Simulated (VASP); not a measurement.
# Rh (P4/nmm) in VASP: further runs

Runs on Rh. Level: PBE. Tasks: single point.

Everything below comes from runs of VASP 6.6.1. Logs are shortened: lines on timing, memory, paths and dates and some standing lists are left out, and cuts for length are marked.

## (1) The cell of the first run

The structure is tetragonal, space group P4/nmm (No. 129). Conventional cell: a = 2.689 Å, b = 2.689 Å, c = 3.803 Å, α = 90.00°, β = 90.00°, γ = 90.00°. Within 3.3 Å of Rh (site symmetry 4mm) lie 12 Rh at 2.49 to 2.91 Å.

## (2) Single point, PBE (atoms displaced along a vibrational mode)

Contents of INCAR:

```
SYSTEM = Rh
PREC = Accurate ; ENCUT = 520
EDIFF = 1E-7 ; ISMEAR = 0
SIGMA = 0.15 ; LREAL = .FALSE.
LASPH = .TRUE. ; NELM = 100
ALGO = Fast ; ISIF = 2
LWAVE = .FALSE. ; LCHARG = .FALSE.
GGA = PE ; NBANDS = 22
```

Contents of KPOINTS:

```
regular mesh
0
G
  18 18 12
  0 0 0
```

Contents of POSCAR:

```
Rh
1.0
    0.0000000000     -1.9015500000     -1.9015500000
    0.0000000000      1.9015500000     -1.9015500000
    3.8031000000      0.0000000000      0.0000000000
Rh
2
Direct
    0.5000000000      0.5000000000      0.5394415082
    0.0000000000      0.0000000000     -0.0394415082
```

Potentials or basis: VASP PAW PBE potentials, release 64 (Rh_pv).

On the command line:

```sh
cat potpaw_PBE.64/Rh_pv/POTCAR > POTCAR
mpirun -np 1 vasp_std > vasp.out
```

OUTCAR:

```text
SYSTEM = Rh
   PREC = Accurate
   ENCUT = 520
   EDIFF = 1E-7
   ISMEAR = 0
   LREAL = .FALSE.
   LASPH = .TRUE.
   NELM = 100
   ISIF = 2
   GGA = PE

 ion  position               nearest neighbor table
   1  0.500  0.500  0.539-   2 2.49   2 2.49   2 2.49   2 2.49   2 2.91   2 2.91   2 2.91   2 2.91

   2  0.000  0.000  0.961-   1 2.49   1 2.49   1 2.49   1 2.49   1 2.91   1 2.91   1 2.91   1 2.91

  LATTYP: Found a simple tetragonal cell.
 ALAT       =     2.6891977995
 C/A-ratio  =     1.4142135624

  Lattice vectors:

 A1 = (   0.0000000000,  -1.9015500000,  -1.9015500000)
 A2 = (   0.0000000000,   1.9015500000,  -1.9015500000)
 A3 = (   3.8031000000,   0.0000000000,   0.0000000000)

Analysis of symmetry for initial positions (statically):
=====================================================================
 Subroutine PRICEL returns:
 Original cell was already a primitive cell.

 Routine SETGRP: Setting up the symmetry group for a
 simple tetragonal supercell.

 Subroutine GETGRP returns: Found 16 space group operations
 (whereof  8 operations were pure point group operations)
 out of a pool of 16 trial point group operations.

The static configuration has the point symmetry C_4v.
 The point group associated with its full space group is D_4h.

Analysis of symmetry for dynamics (positions and initial velocities):
=====================================================================
 Subroutine PRICEL returns:
 Original cell was already a primitive cell.

 Routine SETGRP: Setting up the symmetry group for a
 simple tetragonal supercell.

 Subroutine GETGRP returns: Found 16 space group operations
 (whereof  8 operations were pure point group operations)
 out of a pool of 16 trial point group operations.

The dynamic configuration has the point symmetry C_4v.
 The point group associated with its full space group is D_4h.

 Subroutine INISYM returns: Found 16 space group operations
 (whereof  8 operations are pure point group operations),
 and found     1 'primitive' translations

----------------------------------------------------------------------------------------

                                     Primitive cell

  volume of cell :      27.5032

  direct lattice vectors                    reciprocal lattice vectors
     0.000000000 -1.901550000 -1.901550000     0.000000000 -0.262943388 -0.262943388
     0.000000000  1.901550000 -1.901550000     0.000000000  0.262943388 -0.262943388
     3.803100000  0.000000000  0.000000000     0.262943388  0.000000000  0.000000000

  length of vectors
     2.689197800  2.689197800  3.803100000     0.371858106  0.371858106  0.262943388

  position of ions in fractional coordinates (direct lattice)
     0.500000000  0.500000000  0.539441508
     0.000000000  0.000000000  0.960558492

  ion indices of the primitive-cell ions
   primitive index   ion index
                 1           1
                 2           2

----------------------------------------------------------------------------------------

 KPOINTS: regular mesh

Automatic generation of k-mesh.
 Grid dimensions read from file:
 generate k-points for:   18   18   12

 Generating k-lattice:

  Cartesian coordinates                     Fractional coordinates (reciprocal lattice)
     0.000000000 -0.014607966 -0.014607966     0.055555556  0.000000000  0.000000000
     0.000000000  0.014607966 -0.014607966     0.000000000  0.055555556  0.000000000
     0.021911949  0.000000000  0.000000000     0.000000000  0.000000000  0.083333333

  Length of vectors
     0.020658784  0.020658784  0.021911949

  Shift w.r.t. Gamma in fractional coordinates (k-lattice)
     0.000000000  0.000000000  0.000000000

 Subroutine IBZKPT returns following result:
 ===========================================

 Found    385 irreducible k-points:

 Following reciprocal coordinates:
            Coordinates               Weight
  0.000000  0.000000  0.000000      1.000000
  0.055556  0.000000  0.000000      4.000000
  0.111111  0.000000  0.000000      4.000000
  0.166667  0.000000  0.000000      4.000000
  0.222222  0.000000  0.000000      4.000000
  0.277778  0.000000  0.000000      4.000000
[... 16 lines left out ...]
  0.277778  0.111111  0.000000      8.000000
  0.333333  0.111111  0.000000      8.000000
 [... further k-points ...]
   k-points           NKPTS =    385   k-points in BZ     NKDIM =    385   number of bands    NBANDS=     22
   number of dos      NEDOS =    301   number of ions     NIONS =      2
   total plane-waves  NPLWV =  11200
   dimension x,y,z NGX =    20 NGY =   20 NGZ =   28
   dimension x,y,z NGXF=    40 NGYF=   40 NGZF=   56
   ions per type =               2
   NGX,Y,Z   is equivalent  to a cutoff of  12.36, 12.36, 12.24 a.u.
   NGXF,Y,Z  is equivalent  to a cutoff of  24.73, 24.73, 24.48 a.u.
 SYSTEM =  Rh
   PREC   = accura    normal or accurate (medium, high low for compatibility)
   ISTART =      0    job   : 0-new  1-cont  2-samecut
   ICHARG =      2    charge: 1-file 2-atom 10-const
   ISPIN  =      1    spin polarized calculation?
   LNONCOLLINEAR =      F non collinear calculations
   LSORBIT =      F    spin-orbit coupling
   LASPH  =      T    aspherical Exc in radial PAW
   ENCUT  =  520.0 eV  38.22 Ry    6.18 a.u.   5.00  5.00  7.07*2*pi/ulx,y,z
   NELM   =    100;   NELMIN=  2; NELMDL= -5     # of ELM steps
   EDIFF  = 0.1E-06   stopping-criterion for ELM
   LREAL  =      F    real-space projection
   EDIFFG = 0.1E-05   stopping-criterion for IOM
   NSW    =      0    number of steps for IOM
   IBRION =     -1    ionic relax: 0-MD 1-quasi-New 2-CG
   NFREE  =      0    steps in history (QN), initial steepest desc. (CG)
   ISIF   =      2    stress and relaxation
   ISYM   =      2    0-nonsym 1-usesym 2-fastsym
   POTIM  = 0.5000    time-step for ionic-motion
   TEBEG  =    0.0;   TEEND  =   0.0 temperature during run
   PSTRESS=    0.0 pullay stress
   NELECT =      30.0000    total number of electrons
   NUPDOWN=      -1.0000    fix difference up-down
   EMIN   =  10.00;   EMAX   =-10.00  energy-range for DOS
   EFERMI =   0.00;   METHOD = LEGACY
   ISMEAR =     0;   SIGMA  =   0.15  broadening in eV -4-tet -1-fermi 0-gaus
   EFERMI_NEDOS =   21; number of points for ismear=-14 and -15
   IALGO  =     68    algorithm
   IMIX   =      4    mixing-type and parameters
     AMIX     =   0.40;   BMIX     =  1.00
     AMIX_MAG =   1.60;   BMIX_MAG =  1.00
  volume/ion in A,a.u.               =      13.75        92.80
  Fermi-wavevector in a.u.,A,eV,Ry     =   1.685211  3.184586 38.639656  2.839935
  Thomas-Fermi vector in A             =   2.768095
   LORBIT       =      0    0 simple, 1 ext, 2 COOP (PROOUT), +10 PAW based schemes
   GGA     = PE    functional components
   LHFCALC =     F    Hartree Fock is set to
   AEXX    =    0.0000 exact exchange contribution
   IVDW    =     0    specifies the selected vdW correction
   LEPSILON=     F    determine dielectric tensor
   LRPA    =     F    only Hartree local field effects (RPA)
 non-spin polarized calculation
 RMM-DIIS sequential band-by-band and
 Gauss-broadening in eV      SIGMA  =   0.15
  energy-cutoff  :      520.00
  volume of cell :       27.50
 maximum number of plane-waves:       776
   NGX = 11   NGY = 11   NGZ = 15

 number of electron      30.0000010 magnetization

 Free energy of the ion-electron system (eV)
  ---------------------------------------------------
  ext. energy  EPLUGINS =         0.00000000
  ---------------------------------------------------
  free energy    TOTEN  =       -14.01486093 eV

  energy without entropy =      -13.98291908  energy(sigma->0) =      -13.99889000

 E-fermi :  12.0473     XC(G=0): -13.9838

 val. band max:       12.0463036569   @ k =   0.2222   0.0000   0.4167
 cond. band min:      12.0496406563   @ k =   0.3333   0.2222   0.0833
 fundamental gap:      0.0033369994
 Fermi energy:        12.0472673949

 k-point     1 :       0.0000    0.0000    0.0000
  band No.  band energies     occupation
      1     -35.2105      2.00000
      2     -34.8901      2.00000
      3     -34.8901      2.00000
      4     -34.4842      2.00000
      5     -34.4842      2.00000
      6     -34.4517      2.00000
[... 14 lines left out ...]
     21      25.3556      0.00000
     22      28.1760      0.00000

 k-point     2 :       0.0556    0.0000    0.0000
  band No.  band energies     occupation
      1     -35.2067      2.00000
      2     -34.9035      2.00000
      3     -34.8861      2.00000
      4     -34.4967      2.00000
      5     -34.4863      2.00000
      6     -34.4518      2.00000
[... 14 lines left out ...]
     21      25.5380      0.00000
     22      28.3403      0.00000

 k-point     3 :       0.1111    0.0000    0.0000
  band No.  band energies     occupation
      1     -35.1959      2.00000
      2     -34.9408      2.00000
      3     -34.8742      2.00000
      4     -34.5318      2.00000
      5     -34.4926      2.00000
      6     -34.4537      2.00000
[... 14 lines left out ...]
     21      26.0660      0.00000
     22      28.7418      0.00000

 k-point     4 :       0.1667    0.0000    0.0000
  band No.  band energies     occupation
      1     -35.1811      2.00000
      2     -34.9950      2.00000
      3     -34.8550      2.00000
      4     -34.5829      2.00000
      5     -34.5031      2.00000
      6     -34.4602      2.00000
[... 14 lines left out ...]
     21      26.8910      0.00000
     22      29.2823      0.00000

 k-point     5 :       0.2222    0.0000    0.0000
  band No.  band energies     occupation
      1     -35.1671      2.00000
      2     -35.0573      2.00000
      3     -34.8295      2.00000
      4     -34.6389      2.00000
      5     -34.5180      2.00000
      6     -34.4738      2.00000
[... 14 lines left out ...]
     21      27.9538      0.00000
     22      29.8580      0.00000

 k-point     6 :       0.2778    0.0000    0.0000
  band No.  band energies     occupation
      1     -35.1614      2.00000
      2     -35.1191      2.00000
      3     -34.7989      2.00000
      4     -34.6856      2.00000
      5     -34.5373      2.00000
      6     -34.4957      2.00000
[... 14 lines left out ...]
     21      29.1979      0.00000
     22      29.3407      0.00000

 k-point     7 :       0.3333    0.0000    0.0000
  band No.  band energies     occupation
      1     -35.1724      2.00000
      2     -35.1701      2.00000
      3     -34.7646      2.00000
      4     -34.7097      2.00000
      5     -34.5610      2.00000
      6     -34.5257      2.00000
[... 324 lines left out ...]
      6     -34.4546      2.00000
[... 14 lines left out ...]
     21      24.7501      0.00000
     22      29.3190      0.00000

 k-point    21 :       0.1667    0.1111    0.0000
  band No.  band energies     occupation
      1     -35.1681      2.00000
      2     -34.9898      2.00000
      3     -34.8967      2.00000
      4     -34.6120      2.00000
      5     -34.5269      2.00000
      6     -34.4599      2.00000
[... 14 lines left out ...]
     21      25.3152      0.00000
     22      29.8447      0.00000

 k-point    22 :       0.2222    0.1111    0.0000
  band No.  band energies     occupation
      1     -35.1558      2.00000
      2     -35.0514      2.00000
      3     -34.8731      2.00000
      4     -34.6648      2.00000
      5     -34.5425      2.00000
      6     -34.4722      2.00000
[... 14 lines left out ...]
     21      26.1800      0.00000
     22      30.3767      0.00000

 k-point    23 :       0.2778    0.1111    0.0000
  band No.  band energies     occupation
      1     -35.1525      2.00000
      2     -35.1136      2.00000
      3     -34.8435      2.00000
      4     -34.7090      2.00000
      5     -34.5610      2.00000
      6     -34.4923      2.00000
[... 14 lines left out ...]
     21      27.1376      0.00000
     22      29.5452      0.00000

 k-point    24 :       0.3333    0.1111    0.0000
  band No.  band energies     occupation
      1     -35.1678      2.00000
      2     -35.1642      2.00000
      3     -34.8104      2.00000
      4     -34.7317      2.00000
      5     -34.5822      2.00000
      6     -34.5199      2.00000
[... 14 lines left out ...]
     21      28.0808      0.00000
     22      28.7907      0.00000

 [... further k-points ...]

------------------------ aborting loop because EDIFF is reached ----------------------------------------

  FORCE on cell =-STRESS in cart. coord.  units (eV):
  Direction    XX          YY          ZZ          XY          YZ          ZX
  --------------------------------------------------------------------------------------
  -------------------------------------------------------------------------------------
  Total        3.2095555      3.3745100      3.3745100      0.0000000      0.0000000      0.0000000
  in kB      186.9701287    196.5794245    196.5794245      0.0000000      0.0000000      0.0000000
  external PRESSURE =     193.3763259 kB  Pullay stress =       0.0000000 kB

 VOLUME and BASIS-vectors are now :
 -----------------------------------------------------------------------------
  energy-cutoff  :      520.00
  volume of cell :       27.50
      direct lattice vectors                 reciprocal lattice vectors
     0.000000000 -1.901550000 -1.901550000     0.000000000 -0.262943388 -0.262943388
     0.000000000  1.901550000 -1.901550000     0.000000000  0.262943388 -0.262943388
     3.803100000  0.000000000  0.000000000     0.262943388  0.000000000  0.000000000

 POSITION                                       TOTAL-FORCE (eV/Angst)
 -----------------------------------------------------------------------------------
      2.05155      0.00000     -1.90155        -3.569727     -0.000000      0.000000
      3.65310      0.00000      0.00000         3.569727      0.000000     -0.000000
 -----------------------------------------------------------------------------------
    total drift:                                0.000000      0.000000     -0.000000

  FREE ENERGIE OF THE ION-ELECTRON SYSTEM (eV)
  ---------------------------------------------------
  free  energy   TOTEN  =       -14.0148609317 eV

  energy  without entropy=      -13.9829190779  energy(sigma->0) =      -13.99889000
```

Run time: 5.1 min. Hardware: 1 thread of Intel Xeon 8259CL, shared host; peak memory 0.28 GiB.

What came out:

```yaml
Free_energy: -14.0149 eV
Pressure: 19.3 GPa
Largest_force: 3.570 eV/Å
Band_gap_on_the_k_mesh: zero (bands 15 and 16 overlap by 1.62 eV)
```

Forces in eV/Å, atoms in the order of the input:
```
Rh  -3.570  0.000  0.000
Rh   3.570  0.000  0.000
```

Caveat: the cell differs from its parent crystal (atoms displaced along a vibrational mode); the cell stands under pressure; forces of over 1 eV/Å act on the atoms, so gaps and moduli don't describe the material at rest.

## (3) Single point, PBE (atoms displaced along a vibrational mode)

Contents of INCAR:

```
SYSTEM = Rh
PREC = Accurate
ENCUT = 520
EDIFF = 1E-6
ISMEAR = 0
SIGMA = 0.15
LREAL = .FALSE.
LASPH = .TRUE.
NELM = 80
ALGO = Fast
ISIF = 2
LWAVE = .FALSE.
LCHARG = .FALSE.
GGA = PE
NBANDS = 22
```

KPOINTS is that of step 2.

Contents of POSCAR:

```
Rh
1.0
    0.0000000000     -1.9015500000     -1.9015500000
    0.0000000000      1.9015500000     -1.9015500000
    3.8031000000      0.0000000000      0.0000000000
Rh
2
Direct
    0.5000000000      0.5000000000      0.4802792459
    0.0000000000      0.0000000000      0.0197207541
```

Potentials or basis: VASP PAW PBE potentials, release 64 (Rh_pv).

On the command line:

```sh
cat potpaw_PBE.64/Rh_pv/POTCAR > POTCAR
mpirun -np 1 vasp_std > vasp.out
```

Run time: 3.9 min. Hardware: 1 thread of Intel Xeon 8259CL, shared host; peak memory 0.28 GiB.

Results (log left out):

| Quantity | Value |
| --- | --- |
| Free energy | -14.4011 eV |
| Pressure | 9.2 GPa |
| Largest force | 1.647 eV/Å |
| Band gap on the k mesh | zero (bands 15 and 16 overlap by 2.02 eV) |

Forces on the atoms (eV/Å):
```
Rh   1.647  0.000  0.000
Rh  -1.647  0.000  0.000
```

Stress tensor (GPa, compression positive):
```
9.40 0.00 0.00
0.00 9.15 0.00
0.00 0.00 9.15
```

Levels at points of the mesh, in eV from the Fermi level:
| k point | band 13 | band 14 | band 15 | band 16 | band 17 | band 18 |
| --- | --- | --- | --- | --- | --- | --- |
| (0.00, 0.00, 0.00) | -1.14 | -1.08 | 0.53 | 0.93 | 0.93 | 3.44 |
| (0.50, 0.00, 0.00) | -2.27 | -2.27 | -0.84 | -0.84 | 3.01 | 3.01 |
| (0.50, 0.50, 0.00) | 0.89 | 0.89 | 0.92 | 0.92 | 3.25 | 3.25 |
| (0.00, 0.00, 0.50) | -1.93 | -1.25 | -1.10 | -1.10 | -0.70 | 0.00 |
| (0.50, 0.00, 0.50) | 0.28 | 0.28 | 0.58 | 0.58 | 0.91 | 0.91 |
| (0.50, 0.50, 0.50) | -1.17 | -1.17 | 0.92 | 0.92 | 9.00 | 9.00 |

Caveat: the cell differs from its parent crystal (atoms displaced along a vibrational mode); the cell stands under pressure; forces of over 1 eV/Å act on the atoms, so gaps and moduli don't describe the material at rest.
